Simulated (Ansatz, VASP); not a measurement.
## Al5Si in VASP and in Ansatz

Contents of INCAR:

```
SYSTEM = Al5Si
ALGO = Normal
DIPOL = 0.5 0.5 0.500
EDIFF = 1E-6
ENCUT = 520
GGA = PE
IDIPOL = 3
ISIF = 2
ISMEAR = -1
LASPH = .TRUE.
LCHARG = .TRUE.
LDIPOL = .TRUE.
LELF = .TRUE.
LREAL = .FALSE.
LVACPOTAV = .TRUE.
LVHAR = .TRUE.
LWAVE = .FALSE.
NBANDS = 18
NELM = 60
PREC = Accurate
SIGMA = 0.08
```

The input KPOINTS:

```
k-points
0
G
  16 16 1
  0 0 0
```

Contents of POSCAR:

```
Al5Si
1.0
    2.8574853682      0.0000000000      0.0000000000
   -1.4287426841      2.4746549198      0.0000000000
    0.0000000000      0.0000000000     27.6656000000
Si Al
1 5
Direct
    0.1666666667      0.3333333333      0.2884232327
    0.5000000000      1.0000000000      0.3733263991
    0.8333333333      0.6666666667      0.4574612037
    0.1666666667      0.3333333333      0.5425387958
    0.5000000000      1.0000000000      0.6266736016
    0.8333333333      0.6666666667      0.7115767664
```

Input for Ansatz:

```yaml
crystal:
  lattice:
    - [2.8574853682, 0.0, 0.0]
    - [-1.4287426841, 2.4746549198, 0.0]
    - [0.0, 0.0, 27.6656]
  atoms:
    - { symbol: Si, position: [0.1666666667, 0.3333333333, 0.2884232327] }
    - { symbol: Al, position: [0.5, 1.0, 0.3733263991] }
    - { symbol: Al, position: [0.8333333333, 0.6666666667, 0.4574612037] }
    - { symbol: Al, position: [0.1666666667, 0.3333333333, 0.5425387958] }
    - { symbol: Al, position: [0.5, 1.0, 0.6266736016] }
    - { symbol: Al, position: [0.8333333333, 0.6666666667, 0.7115767664] }
kpoints:
  mp_grid: { grid: [16, 16, 1] }
scf:
  occupations: { method: fermi_dirac, width: 0.08 }
hamiltonian:
  xc: pbe
  pseudopotentials: { kind: paw }
output:
  forces: true
  stress: true
  eigenvalues: true
efield:
  axis: 3
  amplitude: 0
  dipole_correction: true
```

Alike in both runs: task single point; functional PBE; k mesh 16 × 16 × 1; occupations fermi-dirac, width 0.08 eV; no spin polarisation.

```csv
,VASP,Ansatz
version,VASP 6.6.1,Ansatz 0.2.0
potentials or method,"VASP PAW PBE potentials, release 64 (Si, Al)","PAW with Ansatz's default frozen-core files, scalar-relativistic"
plane-wave cutoff (eV),520,420
valence electrons in the cell,19,19
```

```tsv
	VASP	Ansatz	Ansatz less VASP
rms of the force components (eV/Å)	0.143	0.143	-0.0007
```

Atom by atom the forces differ by 0.001 eV/Å (rms over components).
